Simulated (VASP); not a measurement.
Ir:

```
CELL_PARAMETERS angstrom
2.62729 0.00000 0.00000
0.00000 2.62729 0.00000
0.00000 0.00000 4.28762
ATOMIC_POSITIONS crystal
Ir 0.00000 0.00000 0.00000
```

| Item | Value |
| --- | --- |
| Program | VASP 6.6.1 |
| Task | relaxation of cell and atoms |
| Functional | PBE |
| Potentials or basis | VASP PAW PBE potentials, release 64 (Ir) |
| Cutoff | 600 eV |
| k mesh | 6 × 6 × 4 |
| Occupations | gaussian, width 0.1 eV |
| Spin | no spin polarisation |

At the start: pressure -16.6 GPa; volume 29.60 Å³/atom.

Question: How do energy, volume and symmetry change on relaxing?

Answer: Over 19 steps the energy falls by 1519.7 meV/atom and the volume is 17.00 Å³/atom (-42.6 %); space group Pm-3m (No. 221, to 0.05 Å).

The path:
| step | energy change (eV) | largest force (eV/Å) | pressure (GPa) | volume (Å³) |
| --- | --- | --- | --- | --- |
| 1 | 0.0000 | 0.0000 | -16.63 | 29.60 |
| 2 | 3.2710 | 0.0000 | 154.24 | 18.05 |
| 3 | -0.2979 | 0.0000 | -5.13 | 26.40 |
| 4 | -0.3076 | 0.0000 | -3.20 | 26.05 |
| 5 | -0.3111 | 0.0000 | -0.84 | 25.67 |
| 6 | -0.3110 | 0.0000 | -1.33 | 25.74 |
| 7 | -0.3255 | 0.0000 | -1.61 | 25.17 |
| 8 | -0.3929 | 0.0000 | -2.25 | 23.44 |
| 9 | -0.7747 | 0.0000 | -2.68 | 19.95 |
| 10 | 0.4437 | 0.0000 | 166.55 | 12.89 |
| 11 | -0.9397 | 0.0000 | -1.77 | 19.03 |
| 12 | -1.4128 | 0.0000 | 19.41 | 15.97 |
| 13 | -1.4003 | 0.0000 | 26.96 | 15.59 |
| 14 | -1.4482 | 0.0000 | 20.02 | 15.89 |
| 15 | -1.5174 | 0.0000 | 2.85 | 16.81 |
| 16 | -1.5195 | 0.0000 | 0.12 | 16.99 |
| 17 | -1.5195 | 0.0000 | -0.32 | 17.02 |
| 18 | -1.5196 | 0.0000 | -0.27 | 17.01 |
| 19 | -1.5197 | 0.0000 | -0.04 | 17.00 |

Final structure:
```xyz
1
Lattice="2.5682 0.0000 0.0000 0.0000 2.5682 0.0000 0.0000 0.0000 2.5771" Properties=species:S:1:pos:R:3 pbc="T T T"
Ir    0.0000    2.5682    0.0000
```

Caveat: the k points lie up to 0.61 Å⁻¹ apart in the final cell; the volume moved by over 15 % at a fixed basis, so the end points are rough.
